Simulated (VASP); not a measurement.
Runs of VASP 6.6.1 on KCl. The structure is that of space group Fm-3m (No. 225), or close to it. The cells are those of the table. 

```tsv
cell	gap on the mesh (eV)	pressure (GPa)
a = 4.482, b = 4.482, c = 4.536 Å, angles 59.6, 59.6, 60.8°, 2 atoms	5.70	-0.6
a = 4.384, b = 4.384, c = 4.270 Å, angles 60.9, 60.9, 58.3°, 2 atoms	6.06	1.8
a = 4.560, b = 4.560, c = 4.447 Å, angles 60.8, 60.8, 58.4°, 2 atoms	5.65	-0.7
a = 4.448 Å, angles 60.3°, 2 atoms	(c)	(b)
a = 4.567 Å, angles 58.3°, 2 atoms	(a)	-0.7
```

Alike in all rows: task single point; level r2SCAN; potentials or basis VASP PAW PBE potentials, release 64 (K_sv, Cl); no spin polarisation; k mesh 8 × 8 × 8; cutoff (eV) 520; smearing gaussian 0.01 eV.

Q: Fill in the values left out.

A: (a) 5.66; (b) -0.1; (c) 5.80.

Caveats: the PAW data sets were made with another functional, which shifts forces and pressure a little.

A k mesh can miss the band edges.
